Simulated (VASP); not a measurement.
The system is Se.

```
Se
1.0
     4.52038    0.00000    0.00000
    -2.26019    3.91476    0.00000
     0.00000    0.00000    5.04531
Se
3
Direct
  0.21893 0.00000 0.33333
  0.00000 0.21893 0.66667
  0.78107 0.78107 0.00000
```

Base run:

| Quantity | Value |
| --- | --- |
| Program | VASP 6.6.1 |
| Functional | HSE06 |
| Potentials or basis | VASP PAW PBE potentials, release 64 (Se) |
| Cutoff | 520 eV |
| k mesh | 4 × 4 × 3 |
| Occupations | fermi-dirac, width 0.1 eV |
| Spin | no spin polarisation |

Its results: band gap on the k mesh 2.56 eV, indirect (least direct gap 2.74 eV); pressure -2.1 GPa.

**Question.** The run is repeated on the same cell with these changes: functional from HSE06 to PBE; cutoff from 520 eV to 500 eV; further incar settings from ALGO = Normal; EDIFF = 1e-07; NBANDS = 16 to ALGO = Normal; EDIFF = 1e-06; NBANDS = 16. What comes out?

**Answer.** Band gap on the k mesh 1.70 eV, indirect (least direct gap 1.91 eV); pressure 0.1 GPa.

Caveats: the PAW data sets were made with another functional, which shifts forces and pressure a little (some runs).

A k mesh can miss the band edges.
